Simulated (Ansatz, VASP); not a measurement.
Two plane-wave programs on Ti

Contents of INCAR:

```
SYSTEM = Ti
  PREC = Accurate
  ENCUT = 520
  EDIFF = 1E-7
  ISMEAR = 0
  SIGMA = 0.15
  LREAL = .False.
  LASPH = .True.
  NELM = 100
  ALGO = Fast
  ISIF = 2
  LWAVE = .False.
  LCHARG = .True.
  GGA = CA
  LELF = .True.
  LVHAR = .True.
  NBANDS = 12
```

File KPOINTS:

```
regular mesh
0
Gamma
  22 22 22
  0 0 0
```

POSCAR

```
Ti
1.0
    0.0000000000      1.8600084640      2.4180110031
    1.8600084640      0.0000000000      2.4180110031
    1.8600084640      1.8600084640      0.0000000000
Ti
1
Direct
    0.0000000000      0.0000000000      0.0000000000
```

Input for Ansatz:

```yaml
crystal:
  lattice:
    - [0.0, 1.860008464, 2.4180110031]
    - [1.860008464, 0.0, 2.4180110031]
    - [1.860008464, 1.860008464, 0.0]
  atoms:
    - { symbol: Ti, position: [0.0, 0.0, 0.0] }
basis:
  ecutwfc: 420
kpoints:
  mp_grid: { grid: [22, 22, 22] }
hamiltonian:
  xc: lda
scf:
  occupations: { method: gaussian, width: 0.15 }
output:
  forces: true
  stress: true
  eigenvalues: true
```

Alike in both runs: task single point; functional LDA; k mesh 22 × 22 × 22; occupations gaussian, width 0.15 eV; no spin polarisation.

|  | VASP | Ansatz |
| --- | --- | --- |
| version | VASP 6.6.1 | Ansatz 0.2.0 |
| potentials or method | VASP PAW LDA potentials, release 64 (Ti_sv), cutoff 520 eV | scalar-relativistic, plane waves, PAW |
| valence electrons in the cell | 12 | 12 |

|  | VASP | Ansatz | Ansatz less VASP |
| --- | --- | --- | --- |
| gap on the k mesh at the Fermi level (eV) | none | none | - |
| pressure (GPa) | -6.3 | -6.2 | +0.05 |
| traceless stress, the component that is largest in VASP (GPa) | -5.01 | -5.01 | -0.008 |

LDA's correlation is that of Perdew and Zunger in VASP and of Perdew and Wang (1992) in Ansatz. A gap of «none» marks a metal or a gap that the smearing closes.
